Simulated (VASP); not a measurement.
# Sn (Fd-3m) in VASP: further runs, part 2 of 2

VASP 6.6.1. Earlier steps stand in the parts before.

### 3 Single point, PBE

INCAR reads:

```
PREC = Accurate
ENCUT = 500
EDIFF = 1E-6
ISMEAR = -1
SIGMA = 0.1
LREAL = False
LASPH = True
NELM = 120
ALGO = Normal
ISIF = 2
LWAVE = False
LCHARG = False
GGA = PE
NBANDS = 21
GGA_COMPAT = False
```

KPOINTS reads:

```
Automatic mesh
0
Gamma
  4 4 4
```

POSCAR reads:

```
Sn
1.0
    0.0000000000      3.3289000167      3.3289000167
    3.3289000167      0.0000000000      3.3289000167
    3.3289000167      3.3289000167      0.0000000000
Sn
2
Direct
    0.5000000000      0.5000000000      0.5000000000
    0.7500000000      0.7500000000      0.7500000000
```

Potentials or basis: VASP PAW PBE potentials, release 64 (Sn_d).

Command:

```
$ cat potpaw_PBE.64/Sn_d/POTCAR > POTCAR
$ mpirun -np 1 vasp_std > vasp.out
```

Run time: 11 s. Hardware: 1 thread of Intel Xeon Platinum 8488C (Sapphire Rapids), shared host; peak memory 0.2 GiB.

The run converged. Its results:

- Free energy: -7.5277 eV
- Pressure: 0.5 GPa
- Band gap on the k mesh: zero (band 14 reaches 4.98 eV, above the bottom of band 15 at 4.74 eV)

Levels at points of the mesh, in eV from the Fermi level:
```csv
k point,band 11,band 12,band 13,band 14,band 15,band 16,band 17,band 18
"(0.00, 0.00, 0.00)",-9.95,-0.99,0.25,0.25,0.25,2.30,2.30,2.30
"(0.50, 0.00, 0.00)",-8.47,-5.86,-0.84,-0.84,0.02,3.35,3.35,5.86
"(0.50, 0.50, 0.00)",-7.10,-7.10,-2.06,-2.06,1.06,1.06,7.40,7.40
```

Caveat: the k points lie up to 0.41 Å⁻¹ apart; spin-orbit coupling is left out, which moves the levels of the heavy elements.

### 4 Single point, HSE06

POSCAR is that of step 3.

INCAR.step1 reads:

```
  PREC = Accurate
  ENCUT = 520
  EDIFF = 1E-5
  ISMEAR = -1
  SIGMA = 0.1
  LREAL = F
  LASPH = T
  NELM = 60
  ALGO = Normal
  ISIF = 2
  LWAVE = T
  LCHARG = F
  NBANDS = 21
  GGA = PE
```

INCAR.step2 reads:

```
  PREC = Accurate
  ENCUT = 520
  EDIFF = 1E-6
  ISMEAR = -1
  SIGMA = 0.1
  LREAL = F
  LASPH = T
  NELM = 60
  ALGO = Normal
  ISIF = 2
  LWAVE = F
  LCHARG = F
  GGA = PE
  LHFCALC = T
  HFSCREEN = 0.2079
  PRECFOCK = Normal
  NBANDS = 21
  ISTART = 1
```

KPOINTS reads:

```
regular mesh
0
Gamma
  4 4 4
```

Potentials or basis: VASP PAW PBE potentials, release 64 (Sn_d).

Command:

```
$ cat potpaw_PBE.64/Sn_d/POTCAR > POTCAR
$ cp INCAR.step1 INCAR
$ mpirun -np 1 vasp_std > vasp.out
$ cp INCAR.step2 INCAR
$ mpirun -np 1 vasp_std > vasp.out
```

OUTCAR:

```text
PREC = Accurate
   ENCUT = 520
   EDIFF = 1E-6
   ISMEAR = -1
   LREAL = F
   LASPH = T
   NELM = 60
   ISIF = 2
   GGA = PE
   LHFCALC = T
   HFSCREEN = 0.2079
   PRECFOCK = Normal
   ISTART = 1

 ion  position               nearest neighbor table
   1  0.500  0.500  0.500-   2 2.88   2 2.88   2 2.88   2 2.88
   2  0.750  0.750  0.750-   1 2.88   1 2.88   1 2.88   1 2.88

  LATTYP: Found a face centered cubic cell.
[... 372 lines left out ...]
     21      15.4064      0.00000

------------------------ aborting loop because EDIFF is reached ----------------------------------------

  FORCE on cell =-STRESS in cart. coord.  units (eV):
  Direction    XX          YY          ZZ          XY          YZ          ZX
  --------------------------------------------------------------------------------------
  -------------------------------------------------------------------------------------
  Total       -0.6297353     -0.6297353     -0.6297353      0.0000000      0.0000000     -0.0000000
  in kB      -13.6752846    -13.6752846    -13.6752846      0.0000000      0.0000000     -0.0000000
  external PRESSURE =     -13.6752846 kB  Pullay stress =       0.0000000 kB

 VOLUME and BASIS-vectors are now :
 -----------------------------------------------------------------------------
  energy-cutoff  :      520.00
  volume of cell :       73.78
      direct lattice vectors                 reciprocal lattice vectors
     0.000000000  3.328900017  3.328900017    -0.150199765  0.150199765  0.150199765
     3.328900017  0.000000000  3.328900017     0.150199765 -0.150199765  0.150199765
     3.328900017  3.328900017  0.000000000     0.150199765  0.150199765 -0.150199765

 POSITION                                       TOTAL-FORCE (eV/Angst)
 -----------------------------------------------------------------------------------
      3.32890      3.32890      3.32890         0.000000      0.000000      0.000000
      4.99335      4.99335      4.99335        -0.000000     -0.000000     -0.000000
 -----------------------------------------------------------------------------------
    total drift:                                0.000000      0.000000      0.000000

  FREE ENERGIE OF THE ION-ELECTRON SYSTEM (eV)
  ---------------------------------------------------
  free  energy   TOTEN  =        -8.8668630918 eV

  energy  without entropy=       -8.8552450248  energy(sigma->0) =       -8.86105406
```

OUTCAR.step1:

```text
PREC = Accurate
   ENCUT = 520
   EDIFF = 1E-5
   ISMEAR = -1
   LREAL = F
[... 397 lines left out ...]
      3.32890      3.32890      3.32890        -0.000000     -0.000000     -0.000000
      4.99335      4.99335      4.99335         0.000000      0.000000      0.000000
 -----------------------------------------------------------------------------------
    total drift:                                0.000000      0.000000      0.000000

  FREE ENERGIE OF THE ION-ELECTRON SYSTEM (eV)
  ---------------------------------------------------
  free  energy   TOTEN  =        -7.5276041496 eV

  energy  without entropy=       -7.5098404789  energy(sigma->0) =       -7.51872231
```

OSZICAR.step1:

```text
N       E                     dE             d eps       ncg     rms          rms(c)
DAV:   1     0.230178690613E+03    0.23018E+03   -0.15144E+04   346   0.189E+03
DAV:   2     0.174929380616E+02   -0.21269E+03   -0.20767E+03   336   0.446E+02
DAV:   3    -0.679580510985E+01   -0.24289E+02   -0.24179E+02   366   0.140E+02
DAV:   4    -0.754782200102E+01   -0.75202E+00   -0.75159E+00   406   0.276E+01
DAV:   5    -0.757425538695E+01   -0.26433E-01   -0.26433E-01   464   0.509E+00    0.293E+00
DAV:   6    -0.754018517787E+01    0.34070E-01   -0.29483E-02   465   0.198E+00    0.171E+00
DAV:   7    -0.752473569271E+01    0.15449E-01   -0.41878E-02   354   0.203E+00    0.160E-01
DAV:   8    -0.752695617386E+01   -0.22205E-02   -0.51619E-03   381   0.752E-01    0.594E-02
DAV:   9    -0.752757167064E+01   -0.61550E-03   -0.66186E-04   362   0.130E-01    0.149E-02
DAV:  10    -0.752759842169E+01   -0.26751E-04   -0.44782E-05   337   0.600E-02    0.718E-03
DAV:  11    -0.752760414963E+01   -0.57279E-05   -0.12083E-05   272   0.228E-02
   1 F= -.75276041E+01 E0= -.75187223E+01  d E =-.177637E-01
```

Wall time 37 min (1 thread of Oxide Virtual Turin-like, shared host); peak memory 0.28 GiB.

What came out:

* Free energy: -8.8669 eV
* Pressure: -1.4 GPa
* Band gap on the k mesh: zero (filled and empty bands touch)

Caveat: the k points lie up to 0.41 Å⁻¹ apart; the PAW data sets were made with another functional, which shifts forces and pressure a little; spin-orbit coupling is left out, which moves the levels of the heavy elements.

### 5 Summary

| level | k mesh | cutoff (eV) | grid for exact exchange (PRECFOCK) | screening parameter | gap on the mesh (eV) | pressure (GPa) |
| --- | --- | --- | --- | --- | --- | --- |
| PBE | 12 × 12 × 12 | 520 | - | - | none | -0.1 |
| PBE | 4 × 4 × 4 | 500 | - | - | none | 0.5 |
| HSE06 | 4 × 4 × 4 | 520 | Normal | 0.2079 1/Å | none | -1.4 |

Alike in all rows: task single point; potentials or basis VASP PAW PBE potentials, release 64 (Sn_d); no spin polarisation; cell as given; smearing fermi-dirac 0.1 eV.

Caveats: some runs use coarse meshes; spin-orbit coupling is left out, which moves the levels of the heavy elements; the PAW data sets were made with another functional, which shifts forces and pressure a little (some runs).

Absolute energies hang on the potentials; compare differences alone.
